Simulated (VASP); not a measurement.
A run of VASP 6.6.1 is set up as follows.

INCAR

```
SYSTEM = In3Sb2As
PREC = Accurate
ENCUT = 520
EDIFF = 1E-6
ISMEAR = 0
SIGMA = 0.1
LREAL = .FALSE.
LASPH = .TRUE.
NELM = 60
ALGO = Normal
ISIF = 2
LWAVE = .FALSE.
LCHARG = .FALSE.
GGA = PE
NBANDS = 36
```

Contents of KPOINTS:

```
regular mesh
0
G
  6 1 6
  0 0 0
```

File POSCAR:

```
In3Sb2As
1.0
    2.9805661500      0.0000000000      0.0000000000
    0.0000000000     17.2094771100      0.0000000000
    0.0000000000      0.0000000000      3.1306666800
In Sb As
3 2 1
Direct
    0.0000000000      0.1666666700      0.0000000000
    0.0000000000      0.5000000000      0.0000000000
    0.0000000000      0.8333333300      0.0000000000
    0.0000000000      0.3333333300      0.7500000000
    0.0000000000      0.6666666700      0.7500000000
    0.0000000000      0.0000000000      0.7500000000
```

Potentials or basis: VASP PAW PBE potentials, release 64 (In_d, Sb, As).

The run is started by

```sh
$ cat potpaw_PBE.64/In_d/POTCAR potpaw_PBE.64/Sb/POTCAR potpaw_PBE.64/As/POTCAR > POTCAR
$ mpirun -np 1 vasp_std > vasp.out
```

(1) Estimate the pressure.

(2) What does it give for the largest force?

(3) Estimate the band gap on the k mesh.

## Answers

(1) 2.0 GPa.

(2) 0.659 eV/Å.

(3) zero (bands 27 and 28 overlap by 4.40 eV).

Caveat: the k points lie up to 0.37 Å⁻¹ apart, too coarse for converged energies and pressures of a metal; spin-orbit coupling is left out, which moves the levels of the heavy elements.
